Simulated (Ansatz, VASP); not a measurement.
## MgO: VASP beside Ansatz

INCAR

```
  PREC = Accurate
  ENCUT = 600
  EDIFF = 1E-7
  ISMEAR = 0
  SIGMA = 0.01
  LREAL = False
  LASPH = True
  NELM = 120
  ALGO = Normal
  ISIF = 3
  LWAVE = False
  LCHARG = False
  GGA = PE
  IBRION = 2
  NSW = 80
  EDIFFG = -0.01
  GGA_COMPAT = False
  NELMIN = 4
```

KPOINTS

```
Automatic mesh
0
Gamma
  6 6 6
```

The input POSCAR:

```
MgO
1.0
    0.0000000000      2.0711908817      2.0301785545
    2.0711908817      0.0000000000      2.0301785545
    2.0711908817      2.0711908817      0.0000000000
Mg O
1 1
Direct
    0.0000000000      0.0000000000      0.0000000000
    0.5000000000      0.5000000000      0.5000000000
```

Input for Ansatz:

```yaml
crystal:
  lattice:
    - [0.0, 2.0711908817, 2.0301785545]
    - [2.0711908817, 0.0, 2.0301785545]
    - [2.0711908817, 2.0711908817, 0.0]
  atoms:
    - { symbol: Mg, position: [0.0, 0.0, 0.0] }
    - { symbol: O, position: [0.5, 0.5, 0.5] }
kpoints:
  mp_grid: { grid: [6, 6, 6], shift: [0, 0, 0] }
hamiltonian:
  xc: pbe
  dispersion: none
  pseudopotentials: { kind: paw }
magnetization:
  spin_polarized: false
scf:
  occupations: { method: fixed }
relax:
  cell: { stress_tol: 0.005 }
```

Alike in both runs: task relaxation of cell and atoms; functional PBE; k mesh 6 × 6 × 6; no spin polarisation.

|  | VASP | Ansatz |
| --- | --- | --- |
| version | VASP 6.6.1 | Ansatz 0.2 development build |
| potentials or method | VASP PAW PBE potentials, release 64 (Mg, O) | PAW hard, scalar-relativistic |
| plane-wave cutoff (eV) | 600 | 930 |
| occupations | gaussian, width 0.01 eV | fixed |

|  | VASP | Ansatz | Ansatz less VASP |
| --- | --- | --- | --- |
| relaxed volume (Å³/atom) | 9.58 | 9.63 | +0.048 |
| relaxed cell length with the largest relative difference (Å) | 3.003 | 3.008 | +0.0054 |

Ansatz's warnings: cutoff auto derived.

The k mesh is coarse, so the values compare programs but aren't converged.
